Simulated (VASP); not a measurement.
Ta3I2: single point with PBE

The system is Ta3I2.

```
Ta I
1.0
     3.58052    2.06722    5.33470
    -3.58052    2.06722    5.33470
     0.00000   -4.13443    5.33470
Ta I
6 4
Direct
  0.97049 0.52951 0.75000
  0.75000 0.97049 0.52951
  0.52951 0.75000 0.97049
  0.02951 0.47049 0.25000
  0.25000 0.02951 0.47049
  0.47049 0.25000 0.02951
  0.90091 0.90091 0.90091
  0.59909 0.59909 0.59909
  0.09909 0.09909 0.09909
  0.40091 0.40091 0.40091
```

- Program: VASP 6.6.1
- Task: single point
- Functional: PBE
- Potentials or basis: VASP PAW PBE potentials, release 64 (Ta_pv, I)
- Cutoff: 520 eV
- k mesh: 3 × 3 × 3
- Occupations: gaussian, width 0.1 eV
- Spin: no spin polarisation
- Dipole correction: no
- Further INCAR settings: ALGO = Normal; EDIFF = 1e-06; NBANDS = 58

```json
{"Pressure": "-0.1 GPa", "Largest force": "0.005 eV/Å", "Band gap on the k mesh": "zero (bands 47 and 48 overlap by 0.48 eV)"}
```

Forces on the atoms (eV/Å):
```
Ta  -0.005  0.000  0.000
Ta   0.002 -0.004  0.000
Ta   0.002  0.004  0.000
Ta   0.005  0.000  0.000
Ta  -0.002  0.004  0.000
Ta  -0.002 -0.004  0.000
I    0.000  0.000  0.005
I    0.000  0.000 -0.005
I    0.000  0.000 -0.005
I    0.000  0.000  0.005
```

Stress tensor (GPa, compression positive):
```
-0.10  0.00  0.00
 0.00 -0.10  0.00
 0.00  0.00  0.05
```

Levels at points of the mesh, in eV from the Fermi level:
| k point | band 44 | band 45 | band 46 | band 47 | band 48 | band 49 | band 50 | band 51 |
| --- | --- | --- | --- | --- | --- | --- | --- | --- |
| (0.00, 0.00, 0.00) | -1.37 | -1.37 | -1.37 | -1.29 | 0.65 | 0.78 | 0.78 | 0.87 |

It took 70 s on 1 thread of Intel(R) Xeon(R) 6975P-C (Granite Rapids), on a shared host, peak memory 0.36 GiB.

Caveat: the k points lie up to 0.36 Å⁻¹ apart; spin-orbit coupling is left out, which moves the levels of the heavy elements.
